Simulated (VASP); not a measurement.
Hf:

```
Hf
1.0
     0.00000    2.22000    2.22000
     2.22000    0.00000    2.22000
     2.22000    2.22000    0.00000
Hf
1
Direct
  0.00000 0.00000 0.00000
```

Base run:

| Item | Value |
| --- | --- |
| Program | VASP 6.6.1 |
| Functional | PBE |
| Potentials or basis | VASP PAW PBE potentials, release 64 (Hf_pv) |
| Cutoff | 520 eV |
| k mesh | 15 × 15 × 15 |
| Occupations | fermi-dirac, width 0.05 eV |
| Spin | collinear spin, ferromagnetic start |
| Starting moments | [0.5] μB |
| Fixed moment | 0.5 μB |

Its results: pressure 3.5 GPa; net moment 0.50 μB per cell.

After a change of settings the same cell gave: pressure 2.9 GPa; net moment 0.00 μB per cell. Which change was it?
A. fixed moment from 0.5 μB to 1 μB; moments at the start from [0.5] to [1.0]
B. fixed moment from 0.5 μB to 0.2 μB; moments at the start from [0.5] to [0.2]
C. fixed moment from 0.5 μB to 0.75 μB; moments at the start from [0.5] to [0.75]
D. fixed moment from 0.5 μB to none; moments at the start from [0.5] to [0.6]

D.

Caveats: the total moment is fixed, so each spin has its own Fermi level (some runs).
